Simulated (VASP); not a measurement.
# TlBr (Pm-3m) in VASP: notebook

TlBr is run at these levels: PBEsol; tasks: vibrations by perturbation theory.

Program: VASP 6.6.1. These are calculated values, not measurements. Logs are shortened: lines on timing, memory, paths and dates and some standing lists are left out, and cuts for length are marked.

### Step 1. The cell of the first run

It takes space group Pm-3m (No. 221, cubic). Conventional cell: a = 3.875 Å, b = 3.875 Å, c = 3.875 Å, α = 90.00°, β = 90.00°, γ = 90.00°. Tl (site symmetry m-3m) has 8 Br at 3.36 Å and 6 Tl at 3.87 Å within 4.4 Å. Br (site symmetry m-3m) has 8 Tl at 3.36 Å and 6 Br at 3.87 Å within 4.4 Å.

### Step 2. Vibrations by perturbation theory, PBEsol (volume scaled by 0.970)

Contents of INCAR:

```
SYSTEM = TlBr
PREC     = Accurate       ! precision mode
ENCUT    = 500            ! plane-wave cutoff, eV
EDIFF    = 1E-8           ! SCF threshold, eV
ISMEAR   = 0              ! smearing method
SIGMA    = 0.01           ! smearing width, eV
LREAL    = .False.        ! projectors in reciprocal space
LASPH    = .True.         ! aspherical terms in the spheres
NELM     = 120            ! most SCF steps
ALGO     = Normal         ! electronic algorithm
ISIF     = 2              ! what is computed and relaxed
LWAVE    = .False.        ! write WAVECAR
LCHARG   = .True.         ! write CHGCAR
GGA      = PS             ! functional
NBANDS   = 17             ! bands
IBRION   = 8              ! ionic algorithm
NSW      = 1              ! ionic steps
GGA_COMPAT= .False.
```

Contents of KPOINTS:

```
regular mesh
0
Gamma
  6 6 6
  0 0 0
```

Contents of POSCAR:

```
TlBr
1.0
    3.8749879153      0.0000000000      0.0000000000
    0.0000000000      3.8749879153      0.0000000000
    0.0000000000      0.0000000000      3.8749879153
Tl Br
1 1
Direct
    0.0000000000      0.0000000000      0.0000000000
    0.5000000000      0.5000000000      0.5000000000
```

Potentials or basis: VASP PAW PBE potentials, release 64 (Tl_d, Br).

The run is started by

```bash
$ cat potpaw_PBE.64/Tl_d/POTCAR potpaw_PBE.64/Br/POTCAR > POTCAR
$ mpirun -np 1 vasp_std > vasp.out
```

OUTCAR:

```text
SYSTEM = TlBr
   PREC = Accurate
   ENCUT = 500
   EDIFF = 1E-8
   ISMEAR = 0
   LREAL = .False.
   LASPH = .True.
   NELM = 120
   ISIF = 2
   GGA = PS
   IBRION = 8
   NSW = 1

 ion  position               nearest neighbor table
   1  0.000  0.000  0.000-   2 3.36   2 3.36   2 3.36   2 3.36   2 3.36   2 3.36   2 3.36   2 3.36

   2  0.500  0.500  0.500-   1 3.36   1 3.36   1 3.36   1 3.36   1 3.36   1 3.36   1 3.36   1 3.36

  LATTYP: Found a simple cubic cell.
 ALAT       =     3.8749879153

  Lattice vectors:

 A1 = (   3.8749879153,   0.0000000000,   0.0000000000)
 A2 = (   0.0000000000,   3.8749879153,   0.0000000000)
 A3 = (   0.0000000000,   0.0000000000,   3.8749879153)

Analysis of symmetry for initial positions (statically):
=====================================================================
 Subroutine PRICEL returns:
 Original cell was already a primitive cell.

 Routine SETGRP: Setting up the symmetry group for a
 simple cubic supercell.

 Subroutine GETGRP returns: Found 48 space group operations
 (whereof 48 operations were pure point group operations)
 out of a pool of 48 trial point group operations.

The static configuration has the point symmetry O_h .

Analysis of symmetry for dynamics (positions and initial velocities):
=====================================================================
 Subroutine PRICEL returns:
 Original cell was already a primitive cell.

 Routine SETGRP: Setting up the symmetry group for a
 simple cubic supercell.

 Subroutine GETGRP returns: Found 48 space group operations
 (whereof 48 operations were pure point group operations)
 out of a pool of 48 trial point group operations.

The dynamic configuration has the point symmetry O_h .

 Subroutine INISYM returns: Found 48 space group operations
 (whereof 48 operations are pure point group operations),
 and found     1 'primitive' translations

----------------------------------------------------------------------------------------

                                     Primitive cell

  volume of cell :      58.1850

  direct lattice vectors                    reciprocal lattice vectors
     3.874987915  0.000000000  0.000000000     0.258065321  0.000000000  0.000000000
     0.000000000  3.874987915  0.000000000     0.000000000  0.258065321  0.000000000
     0.000000000  0.000000000  3.874987915     0.000000000  0.000000000  0.258065321

  length of vectors
     3.874987915  3.874987915  3.874987915     0.258065321  0.258065321  0.258065321

  position of ions in fractional coordinates (direct lattice)
     0.000000000  0.000000000  0.000000000
     0.500000000  0.500000000  0.500000000

  ion indices of the primitive-cell ions
   primitive index   ion index
                 1           1
                 2           2

----------------------------------------------------------------------------------------

 KPOINTS: regular mesh

Automatic generation of k-mesh.
 Grid dimensions read from file:
 generate k-points for:    6    6    6

 Generating k-lattice:

  Cartesian coordinates                     Fractional coordinates (reciprocal lattice)
     0.043010887  0.000000000  0.000000000     0.166666667  0.000000000  0.000000000
[... 70 lines left out ...]
   EFERMI_NEDOS =   21; number of points for ismear=-14 and -15
   IALGO  =     38    algorithm
   IMIX   =      4    mixing-type and parameters
     AMIX     =   0.40;   BMIX     =  1.00
     AMIX_MAG =   1.60;   BMIX_MAG =  1.00
  volume/ion in A,a.u.               =      29.09       196.33
  Fermi-wavevector in a.u.,A,eV,Ry     =   1.146783  2.167105 17.893166  1.315111
  Thomas-Fermi vector in A             =   2.283466
   LORBIT       =      0    0 simple, 1 ext, 2 COOP (PROOUT), +10 PAW based schemes
   GGA     = PS    functional components
   LHFCALC =     F    Hartree Fock is set to
   AEXX    =    0.0000 exact exchange contribution
   IVDW    =     0    specifies the selected vdW correction
   LEPSILON=     F    determine dielectric tensor
   LRPA    =     F    only Hartree local field effects (RPA)
 non-spin polarized calculation
 Gauss-broadening in eV      SIGMA  =   0.01
  energy-cutoff  :      500.00
  volume of cell :       58.19
 maximum number of plane-waves:      1498
   NGX = 15   NGY = 15   NGZ = 15

--------------------------------------- Ionic step        1  -------------------------------------------

 number of electron      20.0000001 magnetization

 Free energy of the ion-electron system (eV)
  ---------------------------------------------------
  ext. energy  EPLUGINS =         0.00000000
  ---------------------------------------------------
  free energy    TOTEN  =        -6.02549764 eV

  energy without entropy =       -6.02549764  energy(sigma->0) =       -6.02549764

 E-fermi :   3.2231     XC(G=0):  -9.5677

 val. band max:        3.1675467687   @ k =   0.5000   0.0000   0.0000
 cond. band min:       4.6666651932   @ k =   0.5000   0.0000   0.0000
 fundamental gap:      1.4991184245
 Fermi energy:         3.2230576644

 k-point     1 :       0.0000    0.0000    0.0000
  band No.  band energies     occupation
      1     -11.1101      2.00000
      2      -7.0974      2.00000
      3      -7.0974      2.00000
      4      -6.8708      2.00000
      5      -6.8708      2.00000
      6      -6.8708      2.00000
[... 379 lines left out ...]
      6      -6.7931      2.00000
[... 9 lines left out ...]
     16      16.3009      0.00000
     17      19.8964      0.00000

------------------------ aborting loop because EDIFF is reached ----------------------------------------

  FORCE on cell =-STRESS in cart. coord.  units (eV):
  Direction    XX          YY          ZZ          XY          YZ          ZX
  --------------------------------------------------------------------------------------
  -------------------------------------------------------------------------------------
  Total        0.3200548      0.3200548      0.3200548      0.0000000      0.0000000     -0.0000000
  in kB        8.8130018      8.8130018      8.8130018      0.0000000      0.0000000     -0.0000000
  external PRESSURE =       8.8130018 kB  Pullay stress =       0.0000000 kB

 VOLUME and BASIS-vectors are now :
 -----------------------------------------------------------------------------
  energy-cutoff  :      500.00
  volume of cell :       58.19
      direct lattice vectors                 reciprocal lattice vectors
     3.874987915  0.000000000  0.000000000     0.258065321  0.000000000  0.000000000
     0.000000000  3.874987915  0.000000000     0.000000000  0.258065321  0.000000000
     0.000000000  0.000000000  3.874987915     0.000000000  0.000000000  0.258065321

 POSITION                                       TOTAL-FORCE (eV/Angst)
 -----------------------------------------------------------------------------------
      0.00000      0.00000      0.00000         0.000000      0.000000      0.000000
      1.93749      1.93749      1.93749         0.000000      0.000000      0.000000
 -----------------------------------------------------------------------------------
    total drift:                               -0.000000      0.000000      0.000000

  FREE ENERGIE OF THE ION-ELECTRON SYSTEM (eV)
  ---------------------------------------------------
  free  energy   TOTEN  =        -6.0254976373 eV

  energy  without entropy=       -6.0254976373  energy(sigma->0) =       -6.02549764

[... ionic steps 2 to 3 ...]

--------------------------------------- Ionic step        4  -------------------------------------------

------------------------ aborting loop because EDIFF is reached ----------------------------------------

[... ionic steps 5 to 6 ...]

--------------------------------------- Ionic step        7  -------------------------------------------

 Free energy of the ion-electron system (eV)
  ---------------------------------------------------
  ---------------------------------------------------
  free energy    TOTEN  =        -0.14104455 eV

  energy without entropy =       -0.14104455

------------------------ aborting loop because EDIFF is reached ----------------------------------------

 INTERNAL STRAIN TENSOR  FOR ION    2  DIRECTION 1   (eV/Angst):
 -----------------------------------------------------------------------------
    -0.01026 -0.00000  0.00000
    -0.00000  0.01200 -0.00000
     0.00000 -0.00000  0.01200

 INTERNAL STRAIN TENSOR FOR ION    2 for displacements in x,y,z  (eV/Angst):
          X           Y           Z          XY          YZ          ZX
  --------------------------------------------------------------------------------
  x     0.00000     0.00000     0.00000     0.00000     0.00000     0.00000
  y     0.00000     0.00000     0.00000     0.00000     0.00000     0.00000
  z     0.00000     0.00000     0.00000     0.00000     0.00000     0.00000

 SECOND DERIVATIVES (NOT SYMMETRIZED)
 ------------------------------------
               1X          1Y          1Z          2X          2Y          2Z
  1X    -0.475007   -0.000000   -0.000000    0.475007    0.000000    0.000000
  1Y    -0.000000   -0.475007   -0.000000    0.000000    0.475007    0.000000
  1Z    -0.000000    0.000000   -0.475007    0.000000   -0.000000    0.475007
  2X     0.494730    0.000000    0.000000   -0.494730   -0.000000   -0.000000
  2Y     0.000000    0.494730   -0.000000   -0.000000   -0.494730    0.000000
  2Z     0.000000    0.000000    0.494730   -0.000000   -0.000000   -0.494730

 Eigenvectors and eigenvalues of the dynamical matrix
 ----------------------------------------------------

   1 f  =    1.442708 THz     9.064801 2PiTHz   48.123556 cm-1     5.966558 meV
             X         Y         Z           dx          dy          dz
      0.000000  0.000000  0.000000    -0.000000   -0.522457    0.000000
      1.937494  1.937494  1.937494    -0.000000    0.852666    0.000000
[... 21 lines left out ...]
   6 f/i=    0.013073 THz     0.082137 2PiTHz    0.436052 cm-1     0.054064 meV
             X         Y         Z           dx          dy          dz
      0.000000  0.000000  0.000000    -0.461647    0.716883   -0.000000
      1.937494  1.937494  1.937494    -0.282867    0.439258    0.000000

--------------------------------------------------------------------------------------------------------

 ELASTIC MODULI CONTR FROM IONIC RELAXATION (kBar)
 Direction    XX          YY          ZZ          XY          YZ          ZX
 --------------------------------------------------------------------------------
 XX           0.0000      0.0000      0.0000      0.0000      0.0000      0.0000
 YY           0.0000      0.0000      0.0000      0.0000      0.0000      0.0000
 ZZ           0.0000      0.0000      0.0000      0.0000      0.0000      0.0000
 XY           0.0000      0.0000      0.0000      0.0000      0.0000      0.0000
 YZ           0.0000      0.0000      0.0000      0.0000      0.0000      0.0000
 ZX           0.0000      0.0000      0.0000      0.0000      0.0000      0.0000
 --------------------------------------------------------------------------------
```

Wall time 58 s (1 thread of Intel Xeon 6975P-C (Granite Rapids), shared host); peak memory 0.23 GiB.

Results:

```yaml
Highest_phonon_frequency_at_Γ_LO-TO_splitting_left_out: 48 cm⁻¹
```

Phonon frequencies in cm⁻¹ (negative: imaginary):
```tsv
q point	frequencies
(0.000, 0.000, 0.000)	0 0 0 48 48 48
```

Caveat: the cell differs from its parent crystal (volume scaled by 0.970); the PAW data sets were made with another functional, which shifts forces and pressure a little; spin-orbit coupling is left out, which moves the levels of the heavy elements.

### Step 3. Vibrations by perturbation theory, PBEsol

This run uses another cell than the first one, of 29.99 Å³/atom, 1.031 times its volume.

Contents of INCAR:

```
PREC = Accurate ; ENCUT = 500
EDIFF = 1E-8 ; ISMEAR = 0
SIGMA = 0.01 ; LREAL = F
LASPH = T ; NELM = 120
ALGO = Normal ; ISIF = 2
LWAVE = F ; LCHARG = F
GGA = PS ; IBRION = 8
NSW = 1 ; GGA_COMPAT = F
```

Contents of KPOINTS:

```
Automatic mesh
0
Gamma
  6 6 6
```

Contents of POSCAR:

```
TlBr
1.0
    3.9145313394      0.0000000000      0.0000000000
    0.0000000000      3.9145313394      0.0000000000
    0.0000000000      0.0000000000      3.9145313394
Tl Br
1 1
Direct
    0.0000000000      0.0000000000      0.0000000000
    0.5000000000      0.5000000000      0.5000000000
```

Potentials or basis: VASP PAW PBE potentials, release 64 (Tl_d, Br).

The run is started by

```bash
$ cat potpaw_PBE.64/Tl_d/POTCAR potpaw_PBE.64/Br/POTCAR > POTCAR
$ mpirun -np 1 vasp_std > vasp.out
```

OUTCAR:

```text
PREC = Accurate
   ENCUT = 500
   EDIFF = 1E-8
   ISMEAR = 0
   LREAL = F
   LASPH = T
   NELM = 120
   ISIF = 2
   GGA = PS
   IBRION = 8
   NSW = 1

 ion  position               nearest neighbor table
   1  0.000  0.000  0.000-   2 3.39   2 3.39   2 3.39   2 3.39   2 3.39   2 3.39   2 3.39   2 3.39

   2  0.500  0.500  0.500-   1 3.39   1 3.39   1 3.39   1 3.39   1 3.39   1 3.39   1 3.39   1 3.39

  LATTYP: Found a simple cubic cell.
 ALAT       =     3.9145313394

  Lattice vectors:

 A1 = (   3.9145313394,   0.0000000000,   0.0000000000)
 A2 = (   0.0000000000,   3.9145313394,   0.0000000000)
 A3 = (   0.0000000000,   0.0000000000,   3.9145313394)

Analysis of symmetry for initial positions (statically):
=====================================================================
 Subroutine PRICEL returns:
 Original cell was already a primitive cell.

 Routine SETGRP: Setting up the symmetry group for a
 simple cubic supercell.

 Subroutine GETGRP returns: Found 48 space group operations
 (whereof 48 operations were pure point group operations)
 out of a pool of 48 trial point group operations.

The static configuration has the point symmetry O_h .

Analysis of symmetry for dynamics (positions and initial velocities):
=====================================================================
 Subroutine PRICEL returns:
 Original cell was already a primitive cell.

 Routine SETGRP: Setting up the symmetry group for a
 simple cubic supercell.

 Subroutine GETGRP returns: Found 48 space group operations
 (whereof 48 operations were pure point group operations)
 out of a pool of 48 trial point group operations.

The dynamic configuration has the point symmetry O_h .

 Subroutine INISYM returns: Found 48 space group operations
 (whereof 48 operations are pure point group operations),
 and found     1 'primitive' translations
[... 513 lines left out ...]

  FREE ENERGIE OF THE ION-ELECTRON SYSTEM (eV)
  ---------------------------------------------------
  free  energy   TOTEN  =        -6.0306939231 eV

  energy  without entropy=       -6.0306939231  energy(sigma->0) =       -6.03069392

[... ionic steps 2 to 3 ...]

--------------------------------------- Ionic step        4  -------------------------------------------

------------------------ aborting loop because EDIFF is reached ----------------------------------------

[... ionic steps 5 to 6 ...]

--------------------------------------- Ionic step        7  -------------------------------------------

 Free energy of the ion-electron system (eV)
  ---------------------------------------------------
  ---------------------------------------------------
  free energy    TOTEN  =        -0.14148352 eV

  energy without entropy =       -0.14148352

------------------------ aborting loop because EDIFF is reached ----------------------------------------

 INTERNAL STRAIN TENSOR  FOR ION    2  DIRECTION 1   (eV/Angst):
 -----------------------------------------------------------------------------
    -0.00943 -0.00000  0.00000
    -0.00000  0.01159  0.00000
     0.00000  0.00000  0.01159

 INTERNAL STRAIN TENSOR FOR ION    2 for displacements in x,y,z  (eV/Angst):
          X           Y           Z          XY          YZ          ZX
  --------------------------------------------------------------------------------
  x     0.00000     0.00000     0.00000     0.00000     0.00000     0.00000
  y     0.00000     0.00000     0.00000     0.00000     0.00000     0.00000
  z     0.00000     0.00000     0.00000     0.00000     0.00000     0.00000

 SECOND DERIVATIVES (NOT SYMMETRIZED)
 ------------------------------------
               1X          1Y          1Z          2X          2Y          2Z
  1X    -0.304946   -0.000000    0.000000    0.304946    0.000000   -0.000000
  1Y    -0.000000   -0.304946   -0.000000    0.000000    0.304946    0.000000
  1Z    -0.000000   -0.000000   -0.304946    0.000000    0.000000    0.304946
  2X     0.316851    0.000000    0.000000   -0.316851   -0.000000    0.000000
  2Y     0.000000    0.316851   -0.000000   -0.000000   -0.316851    0.000000
  2Z     0.000000    0.000000    0.316851   -0.000000   -0.000000   -0.316851

 Eigenvectors and eigenvalues of the dynamical matrix
 ----------------------------------------------------

   1 f  =    1.154946 THz     7.256739 2PiTHz   38.524846 cm-1     4.776470 meV
             X         Y         Z           dx          dy          dz
      0.000000  0.000000  0.000000    -0.522906    0.000000    0.000000
      1.957266  1.957266  1.957266     0.852391   -0.000000    0.000000
[... 21 lines left out ...]
   6 f/i=    0.009857 THz     0.061935 2PiTHz    0.328805 cm-1     0.040767 meV
             X         Y         Z           dx          dy          dz
      0.000000  0.000000  0.000000    -0.000000   -0.000000   -0.852391
      1.957266  1.957266  1.957266     0.000000    0.000000   -0.522906

--------------------------------------------------------------------------------------------------------

 ELASTIC MODULI CONTR FROM IONIC RELAXATION (kBar)
 Direction    XX          YY          ZZ          XY          YZ          ZX
 --------------------------------------------------------------------------------
 XX           0.0000      0.0000      0.0000      0.0000      0.0000      0.0000
 YY           0.0000      0.0000      0.0000      0.0000      0.0000      0.0000
 ZZ           0.0000      0.0000      0.0000      0.0000      0.0000      0.0000
 XY           0.0000      0.0000      0.0000      0.0000      0.0000      0.0000
 YZ           0.0000      0.0000      0.0000      0.0000      0.0000      0.0000
 ZX           0.0000      0.0000      0.0000      0.0000      0.0000      0.0000
 --------------------------------------------------------------------------------
```

stdout:

```text
POSCAR found type information on POSCAR TlBr
 POSCAR found :  2 types and       2 ions
 scaLAPACK will be used
 -----------------------------------------------------------------------------
|                                                                             |
|                                                                             |
|     You enforced a specific xc type in the INCAR file but a different       |
|     I HOPE YOU KNOW WHAT YOU ARE DOING!                                     |
|                                                                             |
 -----------------------------------------------------------------------------

 LDA part: xc-table for (Slater+PW92), standard interpolation
 POSCAR, INCAR and KPOINTS ok, starting setup
 FFT: planning ... GRIDC
 FFT: planning ... GRID_SOFT
 FFT: planning ... GRID
 WAVECAR not read
 entering main loop
 Linear response reoptimize wavefunctions to high precision
 Linear response DOF=           2
 Linear response progress:
 first order change of Fermi-energy   0.71301E-04
 force on displaced ion       1 direction 1 :  -0.305  -0.000  -0.000
 Linear response progress:
 first order change of Fermi-energy   0.12379E-02
 force on displaced ion       2 direction 1 :  -0.317   0.000  -0.000
 Linear response finished
```

It took 57 s on 1 thread of Intel Xeon 6975P-C (Granite Rapids), shared host; peak memory 0.24 GiB.

What came out:

| Item | Value |
| --- | --- |
| Highest phonon frequency at Γ, LO-TO splitting left out | 39 cm⁻¹ |

Phonon frequencies in cm⁻¹ (negative: imaginary):
```csv
q point,frequencies
"(0.000, 0.000, 0.000)",0 0 0 39 39 39
```

Caveat: the PAW data sets were made with another functional, which shifts forces and pressure a little; spin-orbit coupling is left out, which moves the levels of the heavy elements.

(Part 1 of 4 ends here.)
